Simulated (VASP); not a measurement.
Write the native input for VASP 6.6.1 that does the following.

```yaml
Task: single point
Functional: PBE
Potentials_or_basis: VASP PAW PBE potentials, release 64 (Na_pv, Sr_sv, Te)
Cutoff: 520 eV
k_mesh: 6 × 6 × 4
Occupations: gaussian, width 0.1 eV
Spin: no spin polarisation
Dipole_correction: no
Further_INCAR_settings: ALGO = Fast; EDIFF = 1e-06; NBANDS = 35
```

The structure of Na2Sr2Te3 lies in POSCAR:

```
Na2Sr2Te3
1.0
    5.5972792049      0.0000000000      0.0000000000
   -2.7986396024      4.8473859835      0.0000000000
    0.0000000000      0.0000000000     10.0731531428
Na Sr Te
2 2 3
Direct
    0.3333333333      0.6666666667      0.5000000000
    0.6666666667      0.3333333333      0.5000000000
    0.3333333333      0.6666666667      0.0000000000
    0.6666666667      0.3333333333      0.0000000000
    0.0000000000      0.0000000000      0.5000000000
    0.0000000000      0.0000000000      0.1614059360
    0.0000000000      0.0000000000      0.8385940640
```

The cell was built from a structure type or drawn by symmetry, and may not be a known phase.

The input as run:

INCAR

```
SYSTEM = Na2Sr2Te3
PREC     = Accurate       ! precision mode
ENCUT    = 520            ! plane-wave cutoff, eV
EDIFF    = 1E-6           ! SCF threshold, eV
ISMEAR   = 0              ! smearing method
SIGMA    = 0.1            ! smearing width, eV
LREAL    = .FALSE.        ! projectors in reciprocal space
LASPH    = .TRUE.         ! aspherical terms in the spheres
NELM     = 60             ! most SCF steps
ALGO     = Fast           ! electronic algorithm
ISIF     = 2              ! what is computed and relaxed
LWAVE    = .FALSE.        ! write WAVECAR
LCHARG   = .FALSE.        ! write CHGCAR
GGA      = PE             ! functional
NBANDS   = 35             ! bands
```

KPOINTS

```
Automatic mesh
0
G
  6 6 4
  0 0 0
```

Potentials or basis: VASP PAW PBE potentials, release 64 (Na_pv, Sr_sv, Te).

Run with:

```sh
$ cat potpaw_PBE.64/Na_pv/POTCAR potpaw_PBE.64/Sr_sv/POTCAR potpaw_PBE.64/Te/POTCAR > POTCAR
$ mpirun -np 1 vasp_std > vasp.out
```

It gave:

```json
{"Pressure": "0.0 GPa", "Largest force": "0.003 eV/Å", "Band gap on the k mesh": "zero (bands 26 and 27 overlap by 1.02 eV)"}
```

Caveat: spin-orbit coupling is left out, which moves the levels of the heavy elements.

Run time: 18 min on 1 thread of Oxide Virtual Turin-like Processor, with other jobs on the host, peak memory 0.46 GiB.
